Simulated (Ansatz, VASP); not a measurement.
# As in VASP and in Ansatz

```
As
1.0
     3.60828    0.00000    0.00000
    -1.80414    3.12486    0.00000
     0.00000    0.00000   12.02919
As
4
Direct
  0.00000 0.00000 0.79967
  0.00000 0.00000 0.20033
  0.33333 0.66667 0.68407
  0.66667 0.33333 0.31593
```

Alike in both runs: task relaxation of cell and atoms; functional PBE; k mesh 12 × 12 × 4; occupations gaussian, width 0.02 eV; no spin polarisation.

|  | VASP | Ansatz |
| --- | --- | --- |
| version | VASP 6.6.1 | Ansatz 0.2.0 |
| potentials or method | VASP PAW PBE potentials, release 64 (As), cutoff 600 eV | scalar-relativistic, plane waves, PAW |
| valence electrons in the cell | 20 | 60 |

|  | VASP | Ansatz | Ansatz less VASP |
| --- | --- | --- | --- |
| gap on the k mesh at the Fermi level, each at its own relaxed structure (eV) | 1.33 | 1.34 | +0.011 |
| relaxed volume (Å³/atom) | 34.00 | 33.91 | -0.096 |
| relaxed length of the cell vector where the two differ most in proportion (Å) | 12.045 | 12.029 | -0.0159 |

VASP's potentials hold 20 valence electrons a cell and Ansatz's 60, so a difference there can come from the potentials and not from the codes.
